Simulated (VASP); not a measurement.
# K4As (P4/mmm) in VASP: a series of runs

K4As is run at these levels: PBE; tasks: relaxation of cell and atoms, single point.

All numbers are computed with VASP 6.6.1; they aren't measurements. Logs are shortened: lines on timing, memory, paths and dates and some standing lists are left out, and cuts for length are marked.

### 1 The cell of the first run

It takes space group P4/mmm (No. 123, tetragonal). Conventional cell: a = 5.724 Å, b = 5.724 Å, c = 8.389 Å, α = 90.00°, β = 90.00°, γ = 90.00°. Within 4.5 Å of K (site symmetry 2mm) lie 2 As at 3.39 Å and 5 K at 3.65 to 4.05 Å. Within 4.5 Å of As (site symmetry 4/mmm) lie 8 K at 3.39 Å.

### 2 Relaxation of cell and atoms, PBE (atoms taken out)

INCAR

```
SYSTEM = K4As
PREC = Accurate
ENCUT = 500
EDIFF = 1E-7
ISMEAR = 0
SIGMA = 0.1
LREAL = .FALSE.
LASPH = .TRUE.
NELM = 120
ALGO = Normal
ISIF = 3
LWAVE = .FALSE.
LCHARG = .FALSE.
GGA = PE
IBRION = 2
NSW = 100
EDIFFG = -0.01
GGA_COMPAT = .FALSE.
NELMIN = 4
```

KPOINTS

```
regular mesh
0
G
  8 8 6
  0 0 0
```

POSCAR

```
K4As
1.0
    5.7237628986      0.0000000000      0.0000000000
    0.0000000000      5.7237628986      0.0000000000
    0.0000000000      0.0000000000      8.3886383639
K As
4 1
Direct
    0.5000000000      0.0000000000      0.2173215269
    0.0000000000      0.5000000000      0.7826784731
    0.5000000000      0.0000000000      0.7826784731
    0.0000000000      0.5000000000      0.2173215269
    0.0000000000      0.0000000000      0.0000000000
```

Potentials or basis: VASP PAW PBE potentials, release 64 (K_sv, As).

Launch:

```sh
$ cat potpaw_PBE.64/K_sv/POTCAR potpaw_PBE.64/As/POTCAR > POTCAR
$ mpirun -np 1 vasp_std > vasp.out
```

OUTCAR:

```text
SYSTEM = K4As
   PREC = Accurate
   ENCUT = 500
   EDIFF = 1E-7
   ISMEAR = 0
   LREAL = .FALSE.
   LASPH = .TRUE.
   NELM = 120
   ISIF = 3
   GGA = PE
   IBRION = 2
   NSW = 100
   EDIFFG = -0.01
   NELMIN = 4

 ion  position               nearest neighbor table
   1  0.500  0.000  0.217-   3 3.65
   2  0.000  0.500  0.783-   4 3.65
   3  0.500  0.000  0.783-   1 3.65
   4  0.000  0.500  0.217-   2 3.65
   5  0.000  0.000  0.000-

  LATTYP: Found a simple tetragonal cell.
 ALAT       =     5.7237628986
 C/A-ratio  =     1.4655810369

  Lattice vectors:

 A1 = (   5.7237628986,   0.0000000000,   0.0000000000)
 A2 = (   0.0000000000,   5.7237628986,   0.0000000000)
 A3 = (   0.0000000000,   0.0000000000,   8.3886383639)

Analysis of symmetry for initial positions (statically):
=====================================================================
 Subroutine PRICEL returns:
 Original cell was already a primitive cell.

 Routine SETGRP: Setting up the symmetry group for a
 simple tetragonal supercell.

 Subroutine GETGRP returns: Found 16 space group operations
 (whereof 16 operations were pure point group operations)
 out of a pool of 16 trial point group operations.

The static configuration has the point symmetry D_4h.

Analysis of symmetry for dynamics (positions and initial velocities):
=====================================================================
 Subroutine PRICEL returns:
 Original cell was already a primitive cell.

 Routine SETGRP: Setting up the symmetry group for a
 simple tetragonal supercell.

 Subroutine GETGRP returns: Found 16 space group operations
 (whereof 16 operations were pure point group operations)
 out of a pool of 16 trial point group operations.

The dynamic configuration has the point symmetry D_4h.

 Subroutine INISYM returns: Found 16 space group operations
 (whereof 16 operations are pure point group operations),
 and found     1 'primitive' translations

----------------------------------------------------------------------------------------

                                     Primitive cell

  volume of cell :     274.8241

  direct lattice vectors                    reciprocal lattice vectors
     5.723762899  0.000000000  0.000000000     0.174710242  0.000000000  0.000000000
     0.000000000  5.723762899  0.000000000     0.000000000  0.174710242  0.000000000
     0.000000000  0.000000000  8.388638364     0.000000000  0.000000000  0.119208858

  length of vectors
     5.723762899  5.723762899  8.388638364     0.174710242  0.174710242  0.119208858

  position of ions in fractional coordinates (direct lattice)
     0.500000000  0.000000000  0.217321527
     0.000000000  0.500000000  0.782678473
     0.500000000  0.000000000  0.782678473
     0.000000000  0.500000000  0.217321527
     0.000000000  0.000000000  0.000000000

  ion indices of the primitive-cell ions
   primitive index   ion index
                 1           1
                 2           2
                 3           3
                 4           4
                 5           5

----------------------------------------------------------------------------------------

 KPOINTS: regular mesh

Automatic generation of k-mesh.
 Grid dimensions read from file:
 generate k-points for:    8    8    6

 Generating k-lattice:

  Cartesian coordinates                     Fractional coordinates (reciprocal lattice)
     0.021838780  0.000000000  0.000000000     0.125000000  0.000000000  0.000000000
     0.000000000  0.021838780  0.000000000     0.000000000  0.125000000  0.000000000
     0.000000000  0.000000000  0.019868143     0.000000000  0.000000000  0.166666667

  Length of vectors
     0.021838780  0.021838780  0.019868143

  Shift w.r.t. Gamma in fractional coordinates (k-lattice)
     0.000000000  0.000000000  0.000000000

 Subroutine IBZKPT returns following result:
 ===========================================

 Found     60 irreducible k-points:

 Following reciprocal coordinates:
            Coordinates               Weight
  0.000000  0.000000  0.000000      1.000000
  0.125000  0.000000  0.000000      4.000000
  0.250000  0.000000  0.000000      4.000000
  0.375000  0.000000  0.000000      4.000000
  0.500000  0.000000  0.000000      2.000000
  0.125000  0.125000  0.000000      4.000000
[... 16 lines left out ...]
  0.375000  0.125000  0.166667     16.000000
  0.500000  0.125000  0.166667      8.000000
 [... further k-points ...]
   k-points           NKPTS =     60   k-points in BZ     NKDIM =     60   number of bands    NBANDS=     24
   number of dos      NEDOS =    301   number of ions     NIONS =      5
   total plane-waves  NPLWV = 112896
   dimension x,y,z NGX =    42 NGY =   42 NGZ =   64
   dimension x,y,z NGXF=    84 NGYF=   84 NGZF=  128
   ions per type =               4   1
   NGX,Y,Z   is equivalent  to a cutoff of  12.20, 12.20, 12.68 a.u.
   NGXF,Y,Z  is equivalent  to a cutoff of  24.40, 24.40, 25.37 a.u.
 SYSTEM =  K4As
   PREC   = accura    normal or accurate (medium, high low for compatibility)
   ISTART =      0    job   : 0-new  1-cont  2-samecut
   ICHARG =      2    charge: 1-file 2-atom 10-const
   ISPIN  =      1    spin polarized calculation?
   LNONCOLLINEAR =      F non collinear calculations
   LSORBIT =      F    spin-orbit coupling
   LASPH  =      T    aspherical Exc in radial PAW
   ENCUT  =  500.0 eV  36.75 Ry    6.06 a.u.  10.44 10.44 15.29*2*pi/ulx,y,z
   NELM   =    120;   NELMIN=  4; NELMDL= -5     # of ELM steps
   EDIFF  = 0.1E-06   stopping-criterion for ELM
   LREAL  =      F    real-space projection
   EDIFFG = -.1E-01   stopping-criterion for IOM
   NSW    =    100    number of steps for IOM
   IBRION =      2    ionic relax: 0-MD 1-quasi-New 2-CG
   NFREE  =      1    steps in history (QN), initial steepest desc. (CG)
   ISIF   =      3    stress and relaxation
   ISYM   =      2    0-nonsym 1-usesym 2-fastsym
   POTIM  = 0.5000    time-step for ionic-motion
   TEBEG  =    0.0;   TEEND  =   0.0 temperature during run
   PSTRESS=    0.0 pullay stress
   NELECT =      41.0000    total number of electrons
   NUPDOWN=      -1.0000    fix difference up-down
   EMIN   =  10.00;   EMAX   =-10.00  energy-range for DOS
   EFERMI =   0.00;   METHOD = LEGACY
   ISMEAR =     0;   SIGMA  =   0.10  broadening in eV -4-tet -1-fermi 0-gaus
   EFERMI_NEDOS =   21; number of points for ismear=-14 and -15
   IALGO  =     38    algorithm
   IMIX   =      4    mixing-type and parameters
     AMIX     =   0.40;   BMIX     =  1.00
     AMIX_MAG =   1.60;   BMIX_MAG =  1.00
  volume/ion in A,a.u.               =      54.96       370.92
  Fermi-wavevector in a.u.,A,eV,Ry     =   0.868263  1.640779 10.257164  0.753880
  Thomas-Fermi vector in A             =   1.986916
   LORBIT       =      0    0 simple, 1 ext, 2 COOP (PROOUT), +10 PAW based schemes
   GGA     = PE    functional components
   LHFCALC =     F    Hartree Fock is set to
   AEXX    =    0.0000 exact exchange contribution
   IVDW    =     0    specifies the selected vdW correction
   LEPSILON=     F    determine dielectric tensor
   LRPA    =     F    only Hartree local field effects (RPA)
 conjugate gradient relaxation of ions
 non-spin polarized calculation
 Gauss-broadening in eV      SIGMA  =   0.10
  energy-cutoff  :      500.00
  volume of cell :      274.82
 maximum number of plane-waves:      7019
 NGX is ok and might be reduce to    42
   NGX = 21   NGY = 21   NGZ = 31

--------------------------------------- Ionic step        1  -------------------------------------------

 number of electron      41.0000008 magnetization

 Free energy of the ion-electron system (eV)
  ---------------------------------------------------
  ext. energy  EPLUGINS =         0.00000000
  ---------------------------------------------------
  free energy    TOTEN  =        -9.91124819 eV

  energy without entropy =       -9.89391676  energy(sigma->0) =       -9.90258248

------------------------ aborting loop because EDIFF is reached ----------------------------------------

  FORCE on cell =-STRESS in cart. coord.  units (eV):
  Direction    XX          YY          ZZ          XY          YZ          ZX
  --------------------------------------------------------------------------------------
  -------------------------------------------------------------------------------------
  Total       -0.0067206     -0.0067206      0.0587674      0.0000000      0.0000000      0.0000000
  in kB       -0.0391800     -0.0391800      0.3426037      0.0000000      0.0000000      0.0000000
  external PRESSURE =       0.0880812 kB  Pullay stress =       0.0000000 kB
[... 63 lines left out ...]
  energy  without entropy=       -9.8939986448  energy(sigma->0) =       -9.90266557

--------------------------------------- Ionic step        3  -------------------------------------------

 number of electron      41.0000007 magnetization

 Free energy of the ion-electron system (eV)
  ---------------------------------------------------
  ext. energy  EPLUGINS =         0.00000000
  ---------------------------------------------------
  free energy    TOTEN  =        -9.91142767 eV

  energy without entropy =       -9.89408424  energy(sigma->0) =       -9.90275596

 E-fermi :   0.1734     XC(G=0):  -6.1252

 val. band max:        0.1696022616   @ k =   0.3750   0.1250   0.5000
 cond. band min:       0.1803426227   @ k =   0.3750   0.1250   0.3333
 fundamental gap:      0.0107403611
 Fermi energy:         0.1734029675

 k-point     1 :       0.0000    0.0000    0.0000
  band No.  band energies     occupation
      1     -31.3757      2.00000
      2     -31.3603      2.00000
      3     -31.3565      2.00000
      4     -31.3418      2.00000
      5     -14.9967      2.00000
      6     -14.9742      2.00000
[... 637 lines left out ...]
     23       1.7161      0.00000
     24       2.3479      0.00000

 [... further k-points ...]
[... 5 lines left out ...]
  --------------------------------------------------------------------------------------
  -------------------------------------------------------------------------------------
  Total       -0.0163122     -0.0163122     -0.0409416      0.0000000      0.0000000      0.0000000
  in kB       -0.0949406     -0.0949406     -0.2382888      0.0000000      0.0000000      0.0000000
  external PRESSURE =      -0.1427233 kB  Pullay stress =       0.0000000 kB
[... 20 lines left out ...]
  FREE ENERGIE OF THE ION-ELECTRON SYSTEM (eV)
  ---------------------------------------------------
  free  energy   TOTEN  =        -9.9114276719 eV

  energy  without entropy=       -9.8940842388  energy(sigma->0) =       -9.90275596

 reached required accuracy - stopping structural energy minimisation
```

Run time: 5.8 min. Hardware: 1 thread of Intel Xeon 6975P-C (Granite Rapids), shared host; peak memory 0.56 GiB.

Results:

```yaml
Free_energy: -9.9114 eV
Relaxed_volume: 55.06 Å³/atom
Relaxed_cell: a = 5.722 Å, b = 5.722 Å, c = 8.407 Å, α = 90.00°, β = 90.00°, γ = 90.00°
Space_group_after_relaxing_to_0.1_Å: P4/mmm (No. 123)
Energy_gained_by_relaxing: 0.0 meV/atom
Ionic_steps: 3
Pressure_after_relaxing: 0.0 GPa
Largest_force_after_relaxing: 0.005 eV/Å
Band_gap_on_the_k_mesh: zero (an odd number of electrons rules out a gap without spin polarisation)
```

Forces in eV/Å, atoms in the order of the input:
```
K    0.000  0.000  0.005
K    0.000  0.000 -0.005
K    0.000  0.000 -0.005
K    0.000  0.000  0.005
As   0.000  0.000  0.000
```

Step by step:
| step | energy change (eV) | largest force (eV/Å) | pressure (GPa) | volume (Å³) |
| --- | --- | --- | --- | --- |
| 1 | 0.0000 | 0.0181 | 0.01 | 274.82 |
| 2 | -0.0001 | 0.0147 | 0.00 | 274.94 |
| 3 | -0.0002 | 0.0054 | -0.01 | 275.28 |

Final structure:
```xyz
5
Lattice="5.7224 0.0000 0.0000 0.0000 5.7224 0.0000 0.0000 0.0000 8.4066" Properties=species:S:1:pos:R:3 pbc="T T T"
K     2.8612    0.0000    1.8302
K     5.7224    2.8612    6.5764
K     2.8612    0.0000    6.5764
K     0.0000    2.8612    1.8302
As    0.0000    0.0000    0.0000
```

Caveat: the cell differs from its parent crystal (atoms taken out).

### 3 Single point, PBE (58.16 Å³/atom)

This run uses another cell than the first one, of 58.16 Å³/atom.

INCAR

```
  PREC = Accurate
  ENCUT = 500
  EDIFF = 1E-6
  ISMEAR = 0
  SIGMA = 0.1
  LREAL = F
  LASPH = T
  NELM = 120
  ALGO = Normal
  ISIF = 2
  LWAVE = F
  LCHARG = T
  GGA = PE
  LELF = T
  LVHAR = T
  NBANDS = 28
  GGA_COMPAT = F
```

KPOINTS

```
Automatic mesh
0
Gamma
  8 8 6
```

POSCAR

```
K4As
1.0
    5.7926627847      0.0000000000      0.0000000000
    0.0000000000      5.7926627847      0.0000000000
    0.0000000000      0.0000000000      8.6656411063
K As
4 1
Direct
    0.5000000000      0.0000000000      0.2114135225
    0.0000000000      0.5000000000      0.7885864775
    0.5000000000      0.0000000000      0.7885864775
    0.0000000000      0.5000000000      0.2114135225
    0.0000000000      0.0000000000      0.0000000000
```

Potentials or basis: VASP PAW PBE potentials, release 64 (K_sv, As).

Launch:

```sh
$ cat potpaw_PBE.64/K_sv/POTCAR potpaw_PBE.64/As/POTCAR > POTCAR
$ mpirun -np 1 vasp_std > vasp.out
```

Run time: 3.8 min. Hardware: 1 thread of AMD EPYC 9R45 (Zen 5), shared host; peak memory 0.54 GiB.

It converged, with:

```
Free energy            : -9.8980 eV
Pressure               : -0.3 GPa
Largest force          : 0.007 eV/Å
Band gap on the k mesh : zero (an odd number of electrons rules out a gap without spin polarisation)
```

Forces in eV/Å, atoms in the order of the input:
```
K    0.000  0.000  0.007
K    0.000  0.000 -0.007
K    0.000  0.000 -0.007
K    0.000  0.000  0.007
As   0.000  0.000  0.000
```

Levels at points of the mesh, in eV from the Fermi level:
```csv
k point,band 18,band 19,band 20,band 21,band 22,band 23,band 24,band 25
"(0.00, 0.00, 0.00)",-1.26,-1.21,-0.63,-0.63,0.93,1.34,2.81,2.92
"(0.50, 0.00, 0.00)",-1.47,-0.84,-0.58,0.18,0.24,1.45,1.99,2.76
"(0.50, 0.50, 0.00)",-1.20,-1.20,-0.50,0.58,1.25,1.39,1.51,1.51
"(0.00, 0.00, 0.50)",-1.66,-0.63,-0.63,-0.22,-0.11,2.19,2.45,2.94
"(0.50, 0.00, 0.50)",-1.37,-1.01,-0.58,-0.08,0.86,1.41,1.93,3.11
"(0.50, 0.50, 0.50)",-1.14,-1.14,-0.57,0.82,0.92,1.14,1.14,1.69
```

### 4 Single point, PBE (60.35 Å³/atom)

This run uses another cell than the first one, of 60.35 Å³/atom.

INCAR

```
SYSTEM = K4As
ALGO = Normal
EDIFF = 1E-6
ENCUT = 500
GGA = PE
GGA_COMPAT = .FALSE.
ISIF = 2
ISMEAR = 0
LASPH = .TRUE.
LCHARG = .FALSE.
LREAL = .FALSE.
LWAVE = .FALSE.
NBANDS = 28
NELM = 120
PREC = Accurate
SIGMA = 0.1
```

KPOINTS

```
k-points
0
G
  8 8 6
  0 0 0
```

POSCAR

```
K4As
1.0
    5.8314463655      0.0000000000      0.0000000000
    0.0000000000      5.8314463655      0.0000000000
    0.0000000000      0.0000000000      8.8734282392
K As
4 1
Direct
    0.5000000000      0.0000000000      0.2064458044
    0.0000000000      0.5000000000      0.7935541956
    0.5000000000      0.0000000000      0.7935541956
    0.0000000000      0.5000000000      0.2064458044
    0.0000000000      0.0000000000      0.0000000000
```

Launch:

```sh
$ cat potpaw_PBE.64/K_sv/POTCAR potpaw_PBE.64/As/POTCAR > POTCAR
$ mpirun -np 1 vasp_std > vasp.out
```

It took 5.2 min on 1 thread of AMD EPYC 9R45 (Zen 5), shared host; peak memory 0.63 GiB.

The run converged. Its results:

```yaml
Free_energy: -9.8771 eV
Pressure: -0.4 GPa
Largest_force: 0.009 eV/Å
Band_gap_on_the_k_mesh: zero (an odd number of electrons rules out a gap without spin polarisation)
```

Forces in eV/Å, atoms in the order of the input:
```
K    0.000  0.000  0.009
K    0.000  0.000 -0.009
K    0.000  0.000 -0.009
K    0.000  0.000  0.009
As   0.000  0.000  0.000
```

Levels at points of the mesh, in eV from the Fermi level:
```csv
k point,band 17,band 18,band 19,band 20,band 21,band 22,band 23,band 24
"(0.00, 0.00, 0.00)",-8.86,-1.28,-1.19,-0.65,-0.65,0.88,1.25,2.79
"(0.50, 0.00, 0.00)",-8.81,-1.47,-0.86,-0.60,0.20,0.25,1.34,1.94
"(0.50, 0.50, 0.00)",-8.77,-1.21,-1.21,-0.52,0.57,1.27,1.39,1.49
"(0.00, 0.00, 0.50)",-8.86,-1.63,-0.65,-0.65,-0.29,-0.12,2.14,2.36
"(0.50, 0.00, 0.50)",-8.81,-1.39,-1.01,-0.60,-0.06,0.85,1.33,1.78
"(0.50, 0.50, 0.50)",-8.77,-1.16,-1.16,-0.58,0.84,0.87,1.14,1.14
```

### 5 The runs side by side

| task | cell | gap on the mesh (eV) | pressure (GPa) | largest force (eV/Å) |
| --- | --- | --- | --- | --- |
| relaxation of cell and atoms | relaxed from a = 5.724, b = 5.724, c = 8.389 Å, 5 atoms, atomic positions A | none | 0.0 | 0.01 |
| single point | a = 5.793, b = 5.793, c = 8.666 Å, 5 atoms, atomic positions B | none | -0.3 | 0.01 |
| single point | a = 5.831, b = 5.831, c = 8.873 Å, 5 atoms, atomic positions C | none | -0.4 | 0.01 |

Alike in all rows: level PBE; potentials or basis VASP PAW PBE potentials, release 64 (K_sv, As); no spin polarisation; k mesh 8 × 8 × 6; cutoff (eV) 500; smearing gaussian 0.1 eV.

Absolute energies hang on the potentials; compare differences alone.
